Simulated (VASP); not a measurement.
# MgO (Fm-3m) in VASP: further runs

Aim: see how the results for MgO move with the level of theory and the settings. Levels: LDA, PBE. Tasks: single point.

All numbers are computed with VASP 6.6.1; they aren't measurements. Logs are shortened: lines on timing, memory, paths and dates and some standing lists are left out, and cuts for length are marked.

## Step 1: The cell of the first run

The structure is cubic, space group Fm-3m (No. 225). Conventional cell: a = 4.108 Å, b = 4.108 Å, c = 4.108 Å, α = 90.00°, β = 90.00°, γ = 90.00°. Within 2.7 Å of Mg (site symmetry m-3m) lie 6 O at 2.05 Å. O (site symmetry m-3m) has 6 Mg at 2.05 Å within 2.7 Å.

## Step 2: Single point, LDA

Contents of INCAR:

```
SYSTEM = MgO
PREC     = Accurate       ! precision mode
ENCUT    = 840            ! plane-wave cutoff, eV
EDIFF    = 1E-6           ! SCF threshold, eV
ISMEAR   = -5             ! smearing method
SIGMA    = 0.05           ! smearing width, eV
LREAL    = .FALSE.        ! projectors in reciprocal space
LASPH    = .TRUE.         ! aspherical terms in the spheres
NELM     = 120            ! most SCF steps
ALGO     = Normal         ! electronic algorithm
ISIF     = 2              ! what is computed and relaxed
LWAVE    = .FALSE.        ! write WAVECAR
LCHARG   = .FALSE.        ! write CHGCAR
NBANDS   = 15             ! bands
GGA_COMPAT= .FALSE.
```

Contents of KPOINTS:

```
regular mesh
0
G
  11 11 11
  0 0 0
```

Contents of POSCAR:

```
MgO
1.0
    0.0000000000      2.0541934342      2.0541934342
    2.0541934342      0.0000000000      2.0541934342
    2.0541934342      2.0541934342      0.0000000000
Mg O
1 1
Direct
    0.0000000000      0.0000000000      0.0000000000
    0.5000000000      0.5000000000      0.5000000000
```

Potentials or basis: VASP PAW LDA potentials, release 64 (Mg_sv, O).

Launch:

```console
$ cat potpaw_LDA.64/Mg_sv/POTCAR potpaw_LDA.64/O/POTCAR > POTCAR
$ mpirun -np 1 vasp_std > vasp.out
```

OUTCAR:

```text
SYSTEM = MgO
   PREC = Accurate
   ENCUT = 840
   EDIFF = 1E-6
   ISMEAR = -5
   LREAL = .FALSE.
   LASPH = .TRUE.
   NELM = 120
   ISIF = 2

 ion  position               nearest neighbor table
   1  0.000  0.000  0.000-   2 2.05   2 2.05   2 2.05   2 2.05   2 2.05   2 2.05
   2  0.500  0.500  0.500-   1 2.05   1 2.05   1 2.05   1 2.05   1 2.05   1 2.05

  LATTYP: Found a face centered cubic cell.
 ALAT       =     4.1083868684

  Lattice vectors:

 A1 = (   0.0000000000,   2.0541934342,   2.0541934342)
 A2 = (   2.0541934342,   0.0000000000,   2.0541934342)
 A3 = (   2.0541934342,   2.0541934342,   0.0000000000)

Analysis of symmetry for initial positions (statically):
=====================================================================
 Subroutine PRICEL returns:
 Original cell was already a primitive cell.

 Routine SETGRP: Setting up the symmetry group for a
 face centered cubic supercell.

 Subroutine GETGRP returns: Found 48 space group operations
 (whereof 48 operations were pure point group operations)
 out of a pool of 48 trial point group operations.

The static configuration has the point symmetry O_h .

Analysis of symmetry for dynamics (positions and initial velocities):
=====================================================================
 Subroutine PRICEL returns:
 Original cell was already a primitive cell.

 Routine SETGRP: Setting up the symmetry group for a
 face centered cubic supercell.

 Subroutine GETGRP returns: Found 48 space group operations
 (whereof 48 operations were pure point group operations)
 out of a pool of 48 trial point group operations.

The dynamic configuration has the point symmetry O_h .

 Subroutine INISYM returns: Found 48 space group operations
 (whereof 48 operations are pure point group operations),
 and found     1 'primitive' translations

----------------------------------------------------------------------------------------

                                     Primitive cell

  volume of cell :      17.3362

  direct lattice vectors                    reciprocal lattice vectors
     0.000000000  2.054193434  2.054193434    -0.243404536  0.243404536  0.243404536
     2.054193434  0.000000000  2.054193434     0.243404536 -0.243404536  0.243404536
     2.054193434  2.054193434  0.000000000     0.243404536  0.243404536 -0.243404536

  length of vectors
     2.905068214  2.905068214  2.905068214     0.421589023  0.421589023  0.421589023

  position of ions in fractional coordinates (direct lattice)
     0.000000000  0.000000000  0.000000000
     0.500000000  0.500000000  0.500000000

  ion indices of the primitive-cell ions
   primitive index   ion index
                 1           1
                 2           2

----------------------------------------------------------------------------------------

 KPOINTS: regular mesh

Automatic generation of k-mesh.
 Grid dimensions read from file:
 generate k-points for:   11   11   11

 Generating k-lattice:

  Cartesian coordinates                     Fractional coordinates (reciprocal lattice)
    -0.022127685  0.022127685  0.022127685     0.090909091  0.000000000  0.000000000
     0.022127685 -0.022127685  0.022127685     0.000000000  0.090909091  0.000000000
     0.022127685  0.022127685 -0.022127685     0.000000000  0.000000000  0.090909091

  Length of vectors
     0.038326275  0.038326275  0.038326275

  Shift w.r.t. Gamma in fractional coordinates (k-lattice)
     0.000000000  0.000000000  0.000000000

 TETIRR: Found    201 inequivalent tetrahedra from     7986

 Subroutine IBZKPT returns following result:
 ===========================================

 Found     56 irreducible k-points:

 Following reciprocal coordinates:
            Coordinates               Weight
  0.000000  0.000000  0.000000      1.000000
  0.090909  0.000000  0.000000      8.000000
  0.181818  0.000000  0.000000      8.000000
  0.272727  0.000000  0.000000      8.000000
  0.363636  0.000000  0.000000      8.000000
  0.454545  0.000000  0.000000      8.000000
[... 16 lines left out ...]
 -0.272727  0.181818  0.000000     24.000000
 -0.181818  0.181818  0.000000     12.000000
 [... further k-points ...]
   k-points           NKPTS =     56   k-points in BZ     NKDIM =     56   number of bands    NBANDS=     15
   number of dos      NEDOS =    301   number of ions     NIONS =      2
   total plane-waves  NPLWV =  21952
   dimension x,y,z NGX =    28 NGY =   28 NGZ =   28
   dimension x,y,z NGXF=    56 NGYF=   56 NGZF=   56
   ions per type =               1   1
   NGX,Y,Z   is equivalent  to a cutoff of  16.02, 16.02, 16.02 a.u.
   NGXF,Y,Z  is equivalent  to a cutoff of  32.05, 32.05, 32.05 a.u.
 SYSTEM =  MgO
   PREC   = accura    normal or accurate (medium, high low for compatibility)
   ISTART =      0    job   : 0-new  1-cont  2-samecut
   ICHARG =      2    charge: 1-file 2-atom 10-const
   ISPIN  =      1    spin polarized calculation?
   LNONCOLLINEAR =      F non collinear calculations
   LSORBIT =      F    spin-orbit coupling
   LASPH  =      T    aspherical Exc in radial PAW
   ENCUT  =  840.0 eV  61.74 Ry    7.86 a.u.   6.87  6.87  6.87*2*pi/ulx,y,z
   NELM   =    120;   NELMIN=  2; NELMDL= -5     # of ELM steps
   EDIFF  = 0.1E-05   stopping-criterion for ELM
   LREAL  =      F    real-space projection
   EDIFFG = 0.1E-04   stopping-criterion for IOM
   NSW    =      0    number of steps for IOM
   IBRION =     -1    ionic relax: 0-MD 1-quasi-New 2-CG
   NFREE  =      0    steps in history (QN), initial steepest desc. (CG)
   ISIF   =      2    stress and relaxation
   ISYM   =      2    0-nonsym 1-usesym 2-fastsym
   POTIM  = 0.5000    time-step for ionic-motion
   TEBEG  =    0.0;   TEEND  =   0.0 temperature during run
   PSTRESS=    0.0 pullay stress
   NELECT =      16.0000    total number of electrons
   NUPDOWN=      -1.0000    fix difference up-down
   EMIN   =  10.00;   EMAX   =-10.00  energy-range for DOS
   EFERMI =   0.00;   METHOD = LEGACY
   ISMEAR =    -5;   SIGMA  =   0.05  broadening in eV -4-tet -1-fermi 0-gaus
   EFERMI_NEDOS =   21; number of points for ismear=-14 and -15
   IALGO  =     38    algorithm
   IMIX   =      4    mixing-type and parameters
     AMIX     =   0.40;   BMIX     =  1.00
     AMIX_MAG =   1.60;   BMIX_MAG =  1.00
  volume/ion in A,a.u.               =       8.67        58.50
  Fermi-wavevector in a.u.,A,eV,Ry     =   1.593909  3.012051 34.566220  2.540546
  Thomas-Fermi vector in A             =   2.692066
   LORBIT       =      0    0 simple, 1 ext, 2 COOP (PROOUT), +10 PAW based schemes
   GGA     = CA    functional components
   LHFCALC =     F    Hartree Fock is set to
   AEXX    =    0.0000 exact exchange contribution
   IVDW    =     0    specifies the selected vdW correction
   LEPSILON=     F    determine dielectric tensor
   LRPA    =     F    only Hartree local field effects (RPA)
 non-spin polarized calculation
 Fermi weights with tetrahedron method with Bloechl corrections
  energy-cutoff  :      840.00
  volume of cell :       17.34
 maximum number of plane-waves:       969
   NGX = 13   NGY = 13   NGZ = 13

 number of electron      16.0000006 magnetization

 Free energy of the ion-electron system (eV)
  ---------------------------------------------------
  ext. energy  EPLUGINS =         0.00000000
  ---------------------------------------------------
  free energy    TOTEN  =       -13.21472463 eV

  energy without entropy =      -13.21472463  energy(sigma->0) =      -13.21472463

 E-fermi :   3.2304     XC(G=0): -12.3255

 val. band max:        3.1440436969   @ k =   0.0000   0.0000   0.0000
 cond. band min:       8.5736421701   @ k =   0.0000   0.0000   0.0000
 fundamental gap:      5.4295984732
 Fermi energy:         3.2303504942

 k-point     1 :       0.0000    0.0000    0.0000
  band No.  band energies     occupation
      1     -67.9577      2.00000
      2     -35.4083      2.00000
      3     -35.4083      2.00000
      4     -35.4083      2.00000
      5     -14.2463      2.00000
      6       3.1440      2.00000
      7       3.1440      2.00000
      8       3.1440      2.00000
      9       8.5736      0.00000
     10      19.0787      0.00000
     11      19.0787      0.00000
     12      19.0787      0.00000
     13      23.3093      0.00000
     14      25.0334      0.00000
     15      25.0334      0.00000

 k-point     2 :       0.0909    0.0000    0.0000
  band No.  band energies     occupation
      1     -67.9566      2.00000
      2     -35.4183      2.00000
      3     -35.4093      2.00000
      4     -35.4093      2.00000
      5     -14.1396      2.00000
      6       2.5768      2.00000
      7       3.0783      2.00000
      8       3.0783      2.00000
      9       9.0919      0.00000
     10      17.9916      0.00000
     11      19.3029      0.00000
     12      19.3029      0.00000
     13      24.4772      0.00000
     14      24.4772      0.00000
     15      24.8411      0.00000

 k-point     3 :       0.1818    0.0000    0.0000
  band No.  band energies     occupation
      1     -67.9537      2.00000
      2     -35.4448      2.00000
      3     -35.4118      2.00000
      4     -35.4118      2.00000
      5     -13.8401      2.00000
      6       1.3339      2.00000
      7       2.9071      2.00000
      8       2.9071      2.00000
      9      10.1392      0.00000
     10      16.5748      0.00000
     11      19.8223      0.00000
     12      19.8223      0.00000
     13      23.7867      0.00000
     14      23.7867      0.00000
     15      26.3244      0.00000
[... 343 lines left out ...]
 k-point    23 :      -0.2727    0.1818    0.0000
  band No.  band energies     occupation
      1     -67.9453      2.00000
      2     -35.4955      2.00000
      3     -35.4430      2.00000
      4     -35.4178      2.00000
      5     -12.9116      2.00000
      6      -0.6413      2.00000
      7       1.4253      2.00000
      8       2.4906      2.00000
      9      12.5868      0.00000
     10      15.3308      0.00000
     11      18.3886      0.00000
     12      21.0786      0.00000
     13      23.0862      0.00000
     14      25.1229      0.00000
     15      28.8140      0.00000

 k-point    24 :      -0.1818    0.1818    0.0000
  band No.  band energies     occupation
      1     -67.9485      2.00000
      2     -35.4755      2.00000
      3     -35.4337      2.00000
      4     -35.4133      2.00000
      5     -13.2905      2.00000
      6       0.0911      2.00000
      7       1.9066      2.00000
      8       2.7011      2.00000
      9      11.8211      0.00000
     10      15.3576      0.00000
     11      19.1625      0.00000
     12      21.4043      0.00000
     13      21.7029      0.00000
     14      24.9426      0.00000
     15      28.6391      0.00000

 [... further k-points ...]
[... 5 lines left out ...]
  --------------------------------------------------------------------------------------
  -------------------------------------------------------------------------------------
  Total        0.8259039      0.8259039      0.8259039     -0.0000000     -0.0000000      0.0000000
  in kB       76.3283873     76.3283873     76.3283873     -0.0000000     -0.0000000      0.0000000
  external PRESSURE =      76.3283873 kB  Pullay stress =       0.0000000 kB

 VOLUME and BASIS-vectors are now :
 -----------------------------------------------------------------------------
  energy-cutoff  :      840.00
  volume of cell :       17.34
      direct lattice vectors                 reciprocal lattice vectors
     0.000000000  2.054193434  2.054193434    -0.243404536  0.243404536  0.243404536
     2.054193434  0.000000000  2.054193434     0.243404536 -0.243404536  0.243404536
     2.054193434  2.054193434  0.000000000     0.243404536  0.243404536 -0.243404536

 POSITION                                       TOTAL-FORCE (eV/Angst)
 -----------------------------------------------------------------------------------
      0.00000      0.00000      0.00000         0.000000      0.000000     -0.000000
      2.05419      2.05419      2.05419         0.000000      0.000000      0.000000
 -----------------------------------------------------------------------------------
    total drift:                                0.000000      0.000000      0.000000

  FREE ENERGIE OF THE ION-ELECTRON SYSTEM (eV)
  ---------------------------------------------------
  free  energy   TOTEN  =       -13.2147246347 eV

  energy  without entropy=      -13.2147246347  energy(sigma->0) =      -13.21472463
```

It took 10 s on 1 thread of Intel Xeon 6975P-C (Granite Rapids), shared host; peak memory 0.15 GiB.

What came out:

- Free energy: -13.2147 eV
- Pressure: 7.6 GPa
- Band gap on the k mesh: 5.43 eV

Caveat: the cell stands under pressure.

(Part 1 of 2 ends here.)
